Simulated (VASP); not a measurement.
# Pt (P6_3/mmc) in VASP: a series of runs

Runs on Pt. Level: PBE. Tasks: single point.

Everything below comes from runs of VASP 6.6.1. Logs are shortened: lines on timing, memory, paths and dates and some standing lists are left out, and cuts for length are marked.

## 1. The cell of the first run

Symmetry: P6_3/mmc, No. 194, hexagonal system. Conventional cell: a = 2.760 Å, b = 2.760 Å, c = 4.777 Å, α = 90.00°, β = 90.00°, γ = 120.00°. Pt (site symmetry -6m2) has 12 Pt at 2.76 to 2.87 Å within 3.6 Å.

## 2. Single point, PBE, collinear spin, ferromagnetic start

INCAR

```
SYSTEM = Pt
  PREC = Accurate
  ENCUT = 520
  EDIFF = 1E-6
  ISMEAR = -1
  SIGMA = 0.05
  LREAL = .FALSE.
  LASPH = .TRUE.
  NELM = 150
  ALGO = Normal
  ISIF = 2
  LWAVE = .FALSE.
  LCHARG = .TRUE.
  ISPIN = 2
  MAGMOM = 1 1
  LORBIT = 11
  LMAXMIX = 4
  GGA = PE
  LELF = .TRUE.
  LVHAR = .TRUE.
  NBANDS = 21
```

KPOINTS

```
regular mesh
0
G
  21 21 11
  0 0 0
```

POSCAR

```
Pt
1.0
    2.7597961734      0.0000000000      0.0000000000
   -1.3798980867      2.3900535954      0.0000000000
    0.0000000000      0.0000000000      4.7765533806
Pt
2
Direct
    0.3333333333      0.6666666667      0.2500000000
    0.6666666667      0.3333333333      0.7500000000
```

Potentials or basis: VASP PAW PBE potentials, release 64 (Pt).

The run is started by

```
$ cat potpaw_PBE.64/Pt/POTCAR > POTCAR
$ mpirun -np 1 vasp_std > vasp.out
```

OUTCAR:

```text
SYSTEM = Pt
   PREC = Accurate
   ENCUT = 520
   EDIFF = 1E-6
   ISMEAR = -1
   LREAL = .FALSE.
   LASPH = .TRUE.
   NELM = 150
   ISIF = 2
   ISPIN = 2
   LORBIT = 11
   GGA = PE

 ion  position               nearest neighbor table
   1  0.333  0.667  0.250-   2 2.87   2 2.87   2 2.87   2 2.87   2 2.87   2 2.87
   2  0.667  0.333  0.750-   1 2.87   1 2.87   1 2.87   1 2.87   1 2.87   1 2.87

  LATTYP: Found a hexagonal cell.
 ALAT       =     2.7597961734
 C/A-ratio  =     1.7307631001

  Lattice vectors:

 A1 = (   2.7597961734,   0.0000000000,   0.0000000000)
 A2 = (  -1.3798980867,   2.3900535954,   0.0000000000)
 A3 = (   0.0000000000,   0.0000000000,   4.7765533806)

Analysis of symmetry for initial positions (statically):
=====================================================================
 Subroutine PRICEL returns:
 Original cell was already a primitive cell.

 Routine SETGRP: Setting up the symmetry group for a
 hexagonal supercell.

 Subroutine GETGRP returns: Found 24 space group operations
 (whereof 12 operations were pure point group operations)
 out of a pool of 24 trial point group operations.

The static configuration has the point symmetry D_3d.
 The point group associated with its full space group is D_6h.

Analysis of symmetry for dynamics (positions and initial velocities):
=====================================================================
 Subroutine PRICEL returns:
 Original cell was already a primitive cell.

 Routine SETGRP: Setting up the symmetry group for a
 hexagonal supercell.

 Subroutine GETGRP returns: Found 24 space group operations
 (whereof 12 operations were pure point group operations)
 out of a pool of 24 trial point group operations.

The dynamic configuration has the point symmetry D_3d.
 The point group associated with its full space group is D_6h.

Analysis of structural, dynamic, and magnetic symmetry:
=====================================================================
 Subroutine PRICEL returns:
 Original cell was already a primitive cell.

 Routine SETGRP: Setting up the symmetry group for a
 hexagonal supercell.

 Subroutine GETGRP returns: Found 24 space group operations
 (whereof 12 operations were pure point group operations)
 out of a pool of 24 trial point group operations.

The overall configuration has the point symmetry D_3d.
 The point group associated with its full space group is D_6h.
[... 116 lines left out ...]
   IALGO  =     38    algorithm
   IMIX   =      4    mixing-type and parameters
     AMIX     =   0.40;   BMIX     =  1.00
     AMIX_MAG =   1.60;   BMIX_MAG =  1.00
  volume/ion in A,a.u.               =      15.75       106.31
  Fermi-wavevector in a.u.,A,eV,Ry     =   1.406971  2.658789 26.933640  1.979567
  Thomas-Fermi vector in A             =   2.529277
   LORBIT       =     11    0 simple, 1 ext, 2 COOP (PROOUT), +10 PAW based schemes
   GGA     = PE    functional components
   LHFCALC =     F    Hartree Fock is set to
   AEXX    =    0.0000 exact exchange contribution
   IVDW    =     0    specifies the selected vdW correction
   LEPSILON=     F    determine dielectric tensor
   LRPA    =     F    only Hartree local field effects (RPA)
 spin polarized calculation
  energy-cutoff  :      520.00
  volume of cell :       31.51
 maximum number of plane-waves:       863
 NGX is ok and might be reduce to    24
   NGX = 11   NGY = 11   NGZ = 17

 number of electron      20.0000005 magnetization       0.0003186

 Free energy of the ion-electron system (eV)
  ---------------------------------------------------
  ext. energy  EPLUGINS =         0.00000000
  ---------------------------------------------------
  free energy    TOTEN  =       -12.09697432 eV

  energy without entropy =      -12.06716929  energy(sigma->0) =      -12.08207180

 E-fermi :  10.4193     XC(G=0): -13.2250

 val. band max:       10.4163540495   @ k =   0.3810   0.0000   0.2727
 cond. band min:      10.4249424434   @ k =   0.4286   0.1429   0.4545
 fundamental gap:      0.0085883940
 Fermi energy:        10.4193005140

 spin component 1

 k-point     1 :       0.0000    0.0000    0.0000
  band No.  band energies     occupation
      1       0.7071      1.00000
      2       3.3607      1.00000
      3       6.4979      1.00000
      4       6.9946      1.00000
      5       6.9946      1.00000
      6       7.3644      1.00000
[... 565 lines left out ...]
     20      31.3954      0.00000
     21      32.2173      0.00000

 [... further k-points ...]

 spin component 2

 k-point     1 :       0.0000    0.0000    0.0000
  band No.  band energies     occupation
      1       0.7071      1.00000
      2       3.3607      1.00000
      3       6.4979      1.00000
      4       6.9946      1.00000
      5       6.9946      1.00000
      6       7.3644      1.00000
[... 565 lines left out ...]
     20      31.3954      0.00000
     21      32.2173      0.00000

 [... further k-points ...]

------------------------ aborting loop because EDIFF is reached ----------------------------------------

  FORCE on cell =-STRESS in cart. coord.  units (eV):
  Direction    XX          YY          ZZ          XY          YZ          ZX
  --------------------------------------------------------------------------------------
  -------------------------------------------------------------------------------------
  Total       -0.0635919     -0.0635919     -0.1384847      0.0000000      0.0000000      0.0000000
  in kB       -3.2337996     -3.2337996     -7.0422774      0.0000000      0.0000000      0.0000000
  external PRESSURE =      -4.5032922 kB  Pullay stress =       0.0000000 kB

 VOLUME and BASIS-vectors are now :
 -----------------------------------------------------------------------------
  energy-cutoff  :      520.00
  volume of cell :       31.51
      direct lattice vectors                 reciprocal lattice vectors
     2.759796173  0.000000000  0.000000000     0.362345600  0.209200330  0.000000000
    -1.379898087  2.390053595  0.000000000     0.000000000  0.418400659  0.000000000
     0.000000000  0.000000000  4.776553381     0.000000000  0.000000000  0.209355977

 POSITION                                       TOTAL-FORCE (eV/Angst)
 -----------------------------------------------------------------------------------
     -0.00000      1.59337      1.19414         0.000000      0.000000      0.000000
      1.37990      0.79668      3.58242        -0.000000      0.000000      0.000000
 -----------------------------------------------------------------------------------
    total drift:                                0.000000     -0.000000      0.000000

  FREE ENERGIE OF THE ION-ELECTRON SYSTEM (eV)
  ---------------------------------------------------
  free  energy   TOTEN  =       -12.0969743167 eV

  energy  without entropy=      -12.0671692852  energy(sigma->0) =      -12.08207180

 total charge

# of ion       s       p       d       tot
------------------------------------------
    1        0.618   0.560   8.020   9.199
    2        0.618   0.560   8.020   9.199
--------------------------------------------------
tot          1.236   1.121  16.040  18.397

 magnetization (x)

# of ion       s       p       d       tot
------------------------------------------
    1        0.000   0.000   0.000   0.000
    2        0.000   0.000   0.000   0.000
--------------------------------------------------
tot          0.000   0.000   0.000   0.000
```

Run time: 2.4 min. Hardware: 1 thread of Intel Xeon 6975P-C, shared host; peak memory 0.37 GiB.

Results:

```
Free energy                                           : -12.0970 eV
Pressure                                              : -0.5 GPa
Band gap on the k mesh                                : zero (filled and empty bands overlap)
Net moment                                            : 0.00 μB per cell
Valence electrons inside the program's atomic spheres : Pt 9.20
```

Caveat: spin-orbit coupling is left out, which moves the levels of the heavy elements.

## 3. Single point, PBE

INCAR

```
SYSTEM = Pt
ALGO = Normal
EDIFF = 1E-6
ENCUT = 500
GGA = PE
GGA_COMPAT = .False.
ISIF = 2
ISMEAR = -1
LASPH = .True.
LCHARG = .False.
LREAL = .False.
LWAVE = .False.
NBANDS = 17
NELM = 120
PREC = Accurate
SIGMA = 0.1
```

KPOINTS

```
k-points
0
Gamma
  7 7 4
  0 0 0
```

POSCAR

```
Pt
1.0
    2.7668411671      0.0000000000      0.0000000000
   -1.3834205836      2.3961547390      0.0000000000
    0.0000000000      0.0000000000      4.7569168964
Pt
2
Direct
    0.3333333333      0.6666666667      0.2500000000
    0.6666666667      0.3333333333      0.7500000000
```

Potentials or basis: VASP PAW PBE potentials, release 64 (Pt).

The run is started by

```
$ cat potpaw_PBE.64/Pt/POTCAR > POTCAR
$ mpirun -np 1 vasp_std > vasp.out
```

Run time: 9.3 s. Hardware: 1 thread of Intel Xeon 6975P-C, shared host; peak memory 0.14 GiB.

Results (log left out):

* Free energy: -12.1164 eV
* Pressure: 0.0 GPa
* Band gap on the k mesh: zero (band 10 reaches 10.64 eV, above the bottom of band 11 at 9.61 eV)

Stress tensor (GPa, compression positive):
```
-0.98  0.00  0.00
 0.00 -0.98  0.00
 0.00  0.00  1.89
```

Levels at points of the mesh, in eV from the Fermi level:
```csv
k point,band 6,band 7,band 8,band 9,band 10,band 11,band 12,band 13,band 14,band 15
"(0.00, 0.00, 0.00)",-3.09,-3.09,-1.89,-1.89,-0.68,-0.25,-0.25,4.79,15.02,15.80
"(0.00, 0.00, 0.50)",-3.47,-3.47,-3.47,-0.84,-0.84,-0.84,-0.84,12.10,12.10,15.46
```

Caveat: the k points lie up to 0.37 Å⁻¹ apart; spin-orbit coupling is left out, which moves the levels of the heavy elements.

## 4. Single point, PBE (volume scaled by 1.12)

INCAR

```
PREC     = Accurate       # precision mode
ENCUT    = 520            # plane-wave cutoff, eV
EDIFF    = 1E-7           # SCF threshold, eV
ISMEAR   = -1             # smearing method
SIGMA    = 0.1            # smearing width, eV
LREAL    = False          # projectors in reciprocal space
LASPH    = True           # aspherical terms in the spheres
NELM     = 60             # most SCF steps
ALGO     = Normal         # electronic algorithm
ISIF     = 2              # what is computed and relaxed
LWAVE    = False          # write WAVECAR
LCHARG   = False          # write CHGCAR
GGA      = PE             # functional
NBANDS   = 17             # bands
```

KPOINTS

```
Automatic mesh
0
Gamma
  21 21 11
```

POSCAR

```
Pt
1.0
    2.8733612880      0.0000000000      0.0000000000
   -1.4366806440      2.4884038697      0.0000000000
    0.0000000000      0.0000000000      4.9400525974
Pt
2
Direct
    0.3333333333      0.6666666667      0.2500000000
    0.6666666667      0.3333333333      0.7500000000
```

The run is started by

```
$ cat potpaw_PBE.64/Pt/POTCAR > POTCAR
$ mpirun -np 1 vasp_std > vasp.out
```

Run time: 64 s. Hardware: 1 thread of Intel Xeon Platinum 8488C (Sapphire Rapids), shared host; peak memory 0.27 GiB.

It converged, with:

```yaml
Free_energy: -11.8689 eV
Pressure: -20.3 GPa
Band_gap_on_the_k_mesh: zero (band 10 reaches 8.80 eV, above the bottom of band 11 at 7.82 eV)
```

Stress tensor (GPa, compression positive):
```
-20.91   0.00   0.00
  0.00 -20.91   0.00
  0.00   0.00 -19.02
```

Levels at points of the mesh, in eV from the Fermi level:
```tsv
k point	band 8	band 9	band 10	band 11	band 12	band 13
(0.00, 0.00, 0.00)	-1.56	-1.56	-0.21	-0.21	-0.17	4.11
```

Caveat: spin-orbit coupling is left out, which moves the levels of the heavy elements.

## 5. Single point, PBE, non-collinear spin, zero start, spin-orbit coupling

INCAR

```
PREC = Accurate ; ENCUT = 520
EDIFF = 1E-7 ; ISMEAR = -1
SIGMA = 0.1 ; LREAL = False
LASPH = True ; NELM = 150
ALGO = Normal ; ISIF = 2
LWAVE = False ; LCHARG = False
LNONCOLLINEAR = True ; MAGMOM = 0 0 0 0 0 0
LORBIT = 11 ; LSORBIT = True
GGA_COMPAT = False ; LORBMOM = True
LMAXMIX = 4 ; GGA = PE
NBANDS = 32
```

KPOINTS

```
regular mesh
0
Gamma
  13 13 7
```

POSCAR

```
Pt
1.0
    2.7668411669      0.0000000000      0.0000000000
   -1.3834205835      2.3961547388      0.0000000000
    0.0000000000      0.0000000000      4.7569169079
Pt
2
Direct
    0.3333333333      0.6666666667      0.2500000000
    0.6666666667      0.3333333333      0.7500000000
```

The run is started by

```
$ cat potpaw_PBE.64/Pt/POTCAR > POTCAR
$ mpirun -np 1 vasp_ncl > vasp.out
```

It took 2 min on 1 thread of Intel Xeon Platinum 8488C (Sapphire Rapids), shared host; peak memory 0.3 GiB.

Results (log left out):

| Property | Result |
| --- | --- |
| Free energy | -12.9380 eV |
| Pressure | 0.2 GPa |
| Net moment | 0.00 μB per cell |
| Valence electrons inside the program's atomic spheres | Pt 9.20 |

Stress tensor (GPa, compression positive):
```
 0.55  0.00  0.00
 0.00  0.55  0.00
 0.00  0.00 -0.57
```

Moments on the atoms (μB; x, y, z):
```
Pt  0.00 0.00 0.00
Pt  0.00 0.00 0.00
```

## 6. The runs side by side

| spin | cell | k mesh | cutoff (eV) | smearing | gap on the mesh (eV) | pressure (GPa) | moment (μB) |
| --- | --- | --- | --- | --- | --- | --- | --- |
| collinear, ferromagnetic start | a = 2.760, b = 2.760, c = 4.777 Å, angles 90.0, 90.0, 120.0°, 2 atoms | 21 × 21 × 11 | 520 | fermi-dirac 0.05 eV | none | -0.5 | 0.00 |
| off | a = 2.767, b = 2.767, c = 4.757 Å, angles 90.0, 90.0, 120.0°, 2 atoms | 7 × 7 × 4 | 500 | fermi-dirac 0.1 eV | none | 0.0 | - |
| off | a = 2.873, b = 2.873, c = 4.940 Å, angles 90.0, 90.0, 120.0°, 2 atoms | 21 × 21 × 11 | 520 | fermi-dirac 0.1 eV | none | -20.3 | - |
| non-collinear, zero start, SOC | a = 2.767, b = 2.767, c = 4.757 Å, angles 90.0, 90.0, 120.0°, 2 atoms | 13 × 13 × 7 | 520 | fermi-dirac 0.1 eV | - | 0.2 | 0.00 |

Alike in all rows: task single point; level PBE; potentials or basis VASP PAW PBE potentials, release 64 (Pt).

Caveats: some runs use coarse meshes; spin-orbit coupling is left out, which moves the levels of the heavy elements (some runs).

Total energies depend on the potentials used, so only differences within one code and one set of settings carry meaning.
